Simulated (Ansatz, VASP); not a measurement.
# Two plane-wave programs on HfF5

Contents of INCAR:

```
PREC     = Accurate       # precision mode
ENCUT    = 520            # plane-wave cutoff, eV
EDIFF    = 1E-6           # SCF threshold, eV
ISMEAR   = 0              # smearing method
SIGMA    = 0.1            # smearing width, eV
LREAL    = False          # projectors in reciprocal space
LASPH    = True           # aspherical terms in the spheres
NELM     = 60             # most SCF steps
ALGO     = Normal         # electronic algorithm
ISIF     = 2              # what is computed and relaxed
LWAVE    = False          # write WAVECAR
LCHARG   = False          # write CHGCAR
GGA      = PE             # functional
NBANDS   = 32             # bands
```

File KPOINTS:

```
regular mesh
0
Gamma
  4 4 4
```

File POSCAR:

```
HfF5
1.0
    3.7725858800      0.0000000000      0.0000000000
    0.0000000000      4.0567594200      0.0000000000
    0.0000000000      0.0000000000      5.0425377200
Hf F
1 5
Direct
    0.0000000000      0.5000000000      0.5000000000
    0.0000000000      0.5000000000      0.1097007900
    0.0000000000      0.5000000000      0.8902992100
    0.5000000000      0.5000000000      0.5000000000
    0.0000000000      0.0000000000      0.1821982400
    0.0000000000      0.0000000000      0.8178017600
```

Input for Ansatz:

```yaml
crystal:
  lattice:
    - [3.77258588, 0.0, 0.0]
    - [0.0, 4.05675942, 0.0]
    - [0.0, 0.0, 5.04253772]
  atoms:
    - { symbol: Hf, position: [0.0, 0.5, 0.5] }
    - { symbol: F, position: [0.0, 0.5, 0.10970079] }
    - { symbol: F, position: [0.0, 0.5, 0.89029921] }
    - { symbol: F, position: [0.5, 0.5, 0.5] }
    - { symbol: F, position: [0.0, 0.0, 0.18219824] }
    - { symbol: F, position: [0.0, 0.0, 0.81780176] }
basis:
  ecutwfc: 420
kpoints:
  mp_grid: { grid: [4, 4, 4] }
hamiltonian:
  xc: pbe
scf:
  occupations: { method: gaussian, width: 0.1 }
  lower_state_search: "off"
output:
  forces: true
  stress: true
  eigenvalues: true
```

Alike in both runs: task single point; functional PBE; k mesh 4 × 4 × 4; occupations gaussian, width 0.1 eV; no spin polarisation.

```csv
,VASP,Ansatz
version,VASP 6.6.1,Ansatz 0.2.0
potentials or method,"VASP PAW PBE potentials, release 64 (Hf_pv, F), cutoff 520 eV","scalar-relativistic, plane waves, PAW"
valence electrons in the cell,45,61
```

```tsv
	VASP	Ansatz	Ansatz less VASP
gap on the k mesh at the Fermi level (eV)	none	none	-
rms of the force components (eV/Å)	12.306	10.753	-1.5535
```

Atom by atom the forces differ by 1.596 eV/Å (rms over components). A gap of «none» marks a metal or a gap that the smearing closes. The functional is the same, so the differences come from potentials, cutoffs and numerics. VASP's potentials hold 45 valence electrons a cell and Ansatz's 61, so a difference there can come from the potentials and not from the codes.

The k mesh is coarse, so the values compare programs but aren't converged. Neither program's run includes spin-orbit coupling. Noted on VASP's run: the standard files for N, O and F lose accuracy on very short bonds.
